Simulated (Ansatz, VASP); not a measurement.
Ta: VASP beside Ansatz

File INCAR:

```
SYSTEM = Ta
  PREC = Accurate
  ENCUT = 520
  EDIFF = 1E-8
  ISMEAR = -1
  SIGMA = 0.08
  LREAL = .FALSE.
  LASPH = .TRUE.
  NELM = 80
  ALGO = Normal
  ISIF = 2
  LWAVE = .FALSE.
  LCHARG = .FALSE.
  GGA = PS
  LEFG = .TRUE.
  NBANDS = 12
```

Contents of KPOINTS:

```
regular mesh
0
G
  17 17 17
  0 0 0
```

POSCAR

```
Ta
1.0
   -1.6512800000      1.6512800000      1.6182544000
    1.6512800000     -1.6512800000      1.6182544000
    1.6512800000      1.6512800000     -1.6182544000
Ta
1
Direct
    0.0000000000      0.0000000000      0.0000000000
```

Input for Ansatz:

```yaml
crystal:
  lattice:
    - [-1.65128, 1.65128, 1.6182544]
    - [1.65128, -1.65128, 1.6182544]
    - [1.65128, 1.65128, -1.6182544]
  atoms:
    - { symbol: Ta, position: [0.0, 0.0, 0.0] }
kpoints:
  mp_grid: { grid: [17, 17, 17] }
scf:
  occupations: { method: fermi_dirac, width: 0.08 }
hamiltonian:
  xc: pbesol
  pseudopotentials: { kind: paw }
output:
  forces: true
  stress: true
  eigenvalues: true
  efg: { contact_densities: true }
```

Change from the starting cell: zz strain of -2 %, PAW files.

Alike in both runs: task electric field gradients; functional PBEsol; k mesh 17 × 17 × 17; occupations fermi-dirac, width 0.08 eV; no spin polarisation.

|  | VASP | Ansatz |
| --- | --- | --- |
| version | VASP 6.6.1 | Ansatz 0.2.0 |
| potentials or method | VASP PAW PBE potentials, release 64 (Ta_pv) | PAW with Ansatz's default frozen-core files, scalar-relativistic |
| plane-wave cutoff (eV) | 520 | 420 |
| valence electrons in the cell | 11 | 13 |

|  | VASP | Ansatz | Ansatz less VASP |
| --- | --- | --- | --- |
| pressure (GPa) | 0.5 | 0.3 | -0.19 |
| traceless stress, the component that is largest in VASP (GPa) | 1.52 | 1.52 | +0.003 |
| size of Vzz on the site where it differs most (V/Å²) | 14.2 | 15.4 | +1.23 |

VASP's potentials were made for PBE, not for PBEsol. With one functional, cell and mesh, what is left measures potentials, basis and numerics. VASP's potentials hold 11 valence electrons a cell and Ansatz's 13, so a difference there can come from the potentials and not from the codes.

Spin-orbit coupling is off throughout.
